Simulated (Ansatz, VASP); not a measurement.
**One calculation of Pd, two programs**

```
Pd
1.0
     0.00000    1.97492    1.97492
     1.97492    0.00000    1.97492
     1.97492    1.97492    0.00000
Pd
1
Cartesian
  0.0000 0.0000 0.0000
```

Alike in both runs: functional PBE; k mesh 8 × 8 × 8; occupations gaussian, width 0.1 eV; no spin polarisation.

Ansatz relaxed the structure, and its values are those at the end. VASP's run is a single point on that final structure, the one shown.

|  | VASP | Ansatz |
| --- | --- | --- |
| version | VASP 6.6.1 | Ansatz 0.2.0 |
| potentials or method | VASP PAW PBE potentials, release 64 (Pd), cutoff 520 eV | scalar-relativistic, plane waves, PAW |
| valence electrons in the cell | 10 | 18 |

Ansatz gave:

| Item | Value |
| --- | --- |
| gap on the k mesh at the Fermi level (eV) | none |
| pressure (GPa) | -0.2 |

Problem. Estimate VASP's values.

Solution. gap on the k mesh at the Fermi level (eV): none; pressure (GPa): -0.4.

A gap of «none» marks a metal or a gap that the smearing closes. VASP's potentials hold 10 valence electrons a cell and Ansatz's 18, so a difference there can come from the potentials and not from the codes.
